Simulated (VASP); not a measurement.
Crystal: GaP3.

```
Ga P
1.0
     0.00000    3.27500    3.27500
     3.27500    0.00000    3.27500
     3.27500    3.27500    0.00000
Ga P
1 3
Direct
  0.00000 0.00000 0.00000
  0.50000 0.50000 0.50000
  0.25000 0.25000 0.25000
  0.75000 0.75000 0.75000
```

```yaml
Program: VASP 6.6.1
Task: relaxation of cell and atoms
Functional: LDA
Potentials_or_basis: VASP PAW LDA potentials, release 64 (Ga_d, P)
Cutoff: 500 eV
k_mesh: 5 × 5 × 5
Occupations: fermi-dirac, width 0.01 eV
Spin: no spin polarisation
```

At the start: pressure -13.1 GPa; volume 17.56 Å³/atom.

Question: Where does the relaxation end?

Answer: Over 3 steps the energy falls by 139.0 meV/atom and the volume is 14.66 Å³/atom (-16.5 %); space group Fm-3m (No. 225, to 0.1 Å) before and after.

Step by step:
| step | energy change (eV) | largest force (eV/Å) | pressure (GPa) | volume (Å³) |
| --- | --- | --- | --- | --- |
| 1 | 0.0000 | 0.0000 | -13.11 | 70.25 |
| 2 | -0.5299 | 0.0000 | 4.14 | 56.63 |
| 3 | -0.5559 | 0.0000 | 0.07 | 58.66 |

Final structure:
```xyz
4
Lattice="0.0000 3.0839 3.0839 3.0839 0.0000 3.0839 3.0839 3.0839 0.0000" Properties=species:S:1:pos:R:3 pbc="T T T"
Ga    0.0000    0.0000    0.0000
P     3.0839    3.0839    3.0839
P     1.5419    1.5419    1.5419
P     4.6258    4.6258    4.6258
```

Caveat: the volume moved by over 15 % at a fixed basis, so the end points are rough; the highest band is partly filled, so the run has too few bands.
